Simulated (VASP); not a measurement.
Set up this calculation in VASP 6.6.1, as the native input.

| Property | Result |
| --- | --- |
| Task | single point |
| Functional | PBEsol |
| Potentials or basis | VASP PAW PBE potentials, release 64 (Se, Pb_d) |
| Cutoff | 400 eV |
| k mesh | 1 × 1 × 1, shifted |
| Occupations | fermi-dirac, width 0.05 eV |
| Spin | no spin polarisation |
| Dipole correction | no |
| Further INCAR settings | LREAL = Auto; ALGO = Normal; EDIFF = 1e-06; NBANDS = 361; ISYM = -1 |

The structure of Pb32Se33 (a cell with a defect) lies in POSCAR:

```
Pb32Se33
1.0
   12.2000000000      0.0000000000      0.0000000000
    0.0000000000     12.2000000000      0.0000000000
    0.0000000000      0.0000000000     12.2000000000
Se Pb
33 32
Direct
    0.2483270000      0.0007560000      0.0004590000
    0.2547470000      0.0072630000      0.5004600000
    0.2500920000      0.5003940000      0.9929040000
    0.2260550000      0.4763620000      0.4898020000
    0.7485640000      0.9988560000      0.0015240000
    0.7521710000      0.0024910000      0.5013650000
    0.7504770000      0.4986280000      0.0004690000
    0.7569290000      0.5050740000      0.5004270000
    0.9989570000      0.2492250000      0.9998090000
    0.9949770000      0.2453140000      0.4998820000
    0.9968840000      0.7493970000      0.0018280000
    0.9866010000      0.7431290000      0.5032060000
    0.4991150000      0.2471740000      0.0018140000
    0.4928110000      0.2369400000      0.5032030000
    0.4976250000      0.7479380000      0.0024460000
    0.5140640000      0.7643950000      0.5031930000
    0.9987240000      0.9978980000      0.2514210000
    0.9985630000      0.0003770000      0.7506970000
    0.9995180000      0.4979250000      0.2475330000
    0.0034630000      0.5002770000      0.7489250000
    0.4987910000      0.9965170000      0.2519100000
    0.4990150000      0.9961270000      0.7534970000
    0.5008070000      0.4959080000      0.2494100000
    0.5067690000      0.4933920000      0.7519820000
    0.2476180000      0.2498680000      0.2475490000
    0.2499730000      0.2537480000      0.7489470000
    0.2455700000      0.7511170000      0.2493960000
    0.2430740000      0.7570960000      0.7519940000
    0.7475870000      0.2490880000      0.2514180000
    0.7500730000      0.2488860000      0.7506660000
    0.7461730000      0.7491230000      0.2518910000
    0.7458100000      0.7493380000      0.7534870000
    0.3675890000      0.6179260000      0.5217600000
    0.9975660000      0.9987700000      0.9999920000
    0.9945730000      0.0017410000      0.5007830000
    0.0008200000      0.4988120000      0.9979490000
    0.9925020000      0.4951160000      0.4999840000
    0.4971680000      0.9947900000      0.0006550000
    0.5021170000      0.9996220000      0.5023120000
    0.5001430000      0.4953560000      0.9960060000
    0.5292020000      0.4655600000      0.4889410000
    0.2484320000      0.2511680000      0.9979470000
    0.2447910000      0.2428090000      0.4999780000
    0.2449990000      0.7504970000      0.9960170000
    0.2152200000      0.7795260000      0.4889070000
    0.7484030000      0.2479180000      0.0000040000
    0.7514400000      0.2449010000      0.5008000000
    0.7444580000      0.7475100000      0.0006540000
    0.7493080000      0.7524280000      0.5023260000
    0.2479560000      0.0004970000      0.2464750000
    0.2487130000      0.0017940000      0.7521230000
    0.2487460000      0.4990490000      0.2481900000
    0.2540720000      0.5044210000      0.7438780000
    0.7468110000      0.9971040000      0.2485930000
    0.7474880000      0.9977910000      0.7519720000
    0.7501730000      0.4982440000      0.2464890000
    0.7514630000      0.4990360000      0.7521150000
    0.9973820000      0.2477010000      0.2483950000
    0.0003170000      0.2506530000      0.7512990000
    0.9934470000      0.7466400000      0.2473560000
    0.9959040000      0.7492500000      0.7527190000
    0.4963380000      0.2437460000      0.2473530000
    0.4989070000      0.2462430000      0.7527240000
    0.4939460000      0.7442520000      0.2520300000
    0.4943720000      0.7446940000      0.7473060000
```

The input as run:

INCAR

```
PREC     = Accurate       # precision mode
ENCUT    = 400            # plane-wave cutoff, eV
EDIFF    = 1E-6           # SCF threshold, eV
ISMEAR   = -1             # smearing method
SIGMA    = 0.05           # smearing width, eV
LREAL    = Auto         
LASPH    = True           # aspherical terms in the spheres
NELM     = 120            # most SCF steps
ALGO     = Normal         # electronic algorithm
ISIF     = 2              # what is computed and relaxed
LWAVE    = False          # write WAVECAR
LCHARG   = False          # write CHGCAR
GGA      = PS             # functional
ISYM     = -1           
NBANDS   = 361            # bands
GGA_COMPAT= False
```

KPOINTS

```
explicit points
1
Reciprocal
  0.25000000   0.25000000   0.25000000 1
```

Potentials or basis: VASP PAW PBE potentials, release 64 (Se, Pb_d).

Launch:

```bash
$ cat potpaw_PBE.64/Se/POTCAR potpaw_PBE.64/Pb_d/POTCAR > POTCAR
$ mpirun -np 1 vasp_std > vasp.out
```

It gave:

```
Pressure               : 1.2 GPa
Largest force          : 0.028 eV/Å
Band gap on the k mesh : 0.99 eV
```

Caveat: the PAW data sets were made with another functional, which shifts forces and pressure a little; spin-orbit coupling is left out, which moves the levels of the heavy elements.

It took 13 min on 1 thread of Intel(R) Xeon(R) Platinum 8259CL CPU @ 2.50GHz (Skylake/Cascade Lake), on a shared host, peak memory 1.1 GiB.
